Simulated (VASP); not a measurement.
Crystal: KTaO3.

```
Ta K O
1.0
     3.98830    0.00000    0.00000
     0.00000    3.98830    0.00000
     0.00000    0.00000    3.98830
Ta K O
1 1 3
Direct
  0.00000 0.00000 0.00000
  0.50000 0.50000 0.50000
  0.00000 0.00000 0.50000
  0.00000 0.50000 0.00000
  0.50000 0.00000 0.00000
```

```yaml
Program: VASP 6.6.1
Task: relaxation of cell and atoms
Functional: r2SCAN
Potentials_or_basis: VASP PAW PBE potentials, release 64 (Ta_pv, K_sv, O)
Cutoff: 600 eV
k_mesh: 7 × 7 × 7
Occupations: fermi-dirac, width 0.05 eV
Spin: no spin polarisation
Hubbard_terms: Ta d U = 5.0 eV
```

At the start: pressure 6.3 GPa; volume 12.69 Å³/atom.

Question: How do energy, volume and symmetry change on relaxing?

Answer: Over 3 steps the energy falls by 7.1 meV/atom and the volume is 13.07 Å³/atom (+3.0 %); space group Pm-3m (No. 221, to 0.1 Å) before and after.

The path:
```tsv
step	energy change (eV)	largest force (eV/Å)	pressure (GPa)	volume (Å³)
1	0.0000	0.0000	6.25	63.44
2	0.0334	0.0000	-7.66	68.10
3	-0.0356	0.0000	-0.05	65.33
```

Final structure:
```cif
data_structure
_symmetry_space_group_name_H-M 'P 1'
_symmetry_Int_Tables_number 1
_cell_length_a 4.0276
_cell_length_b 4.0276
_cell_length_c 4.0276
_cell_angle_alpha 90.000
_cell_angle_beta 90.000
_cell_angle_gamma 90.000
_cell_volume 65.33
loop_
_atom_site_label
_atom_site_type_symbol
_atom_site_fract_x
_atom_site_fract_y
_atom_site_fract_z
_atom_site_occupancy
Ta1 Ta 0.00000 0.00000 0.00000 1
K1 K 0.50000 0.50000 0.50000 1
O1 O 0.00000 0.00000 0.50000 1
O2 O 0.00000 0.50000 0.00000 1
O3 O 0.50000 0.00000 0.00000 1
```

Caveat: the PAW data sets were made with another functional, which shifts forces and pressure a little.
